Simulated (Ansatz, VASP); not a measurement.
One calculation of Ti2H, two programs

```
Ti H
1.0
     4.30982    0.00000    0.00000
     0.00000    4.30982    0.00000
     0.00000    0.00000    4.22532
Ti H
4 2
Direct
  0.25000 0.75000 0.25000
  0.75000 0.25000 0.25000
  0.25000 0.25000 0.75000
  0.75000 0.75000 0.75000
  0.00000 0.00000 0.00000
  0.50000 0.50000 0.50000
```

Change from the starting cell: strain +0.0200 x Voigt [1, 1, 0, 0, 0, 0], atoms carried along.

Alike in both runs: task single point; functional r2SCAN; k mesh 12 × 12 × 12; occupations gaussian, width 0.15 eV; no spin polarisation.

|  | VASP | Ansatz |
| --- | --- | --- |
| version | VASP 6.6.1 | Ansatz 0.2.0 |
| potentials or method | VASP PAW PBE potentials, release 64 (Ti_sv, H), cutoff 520 eV | scalar-relativistic, plane waves, PAW |
| valence electrons in the cell | 50 | 50 |

|  | VASP | Ansatz | Ansatz less VASP |
| --- | --- | --- | --- |
| gap on the k mesh at the Fermi level (eV) | none | none | - |
| pressure (GPa) | -4.3 | -4.6 | -0.36 |
| traceless stress, the component that is largest in VASP (GPa) | 0.55 | 0.53 | -0.012 |

VASP's potentials were made for PBE, not for r2SCAN. A gap of «none» marks a metal or a gap that the smearing closes. With one functional, cell and mesh, what is left measures potentials, basis and numerics.
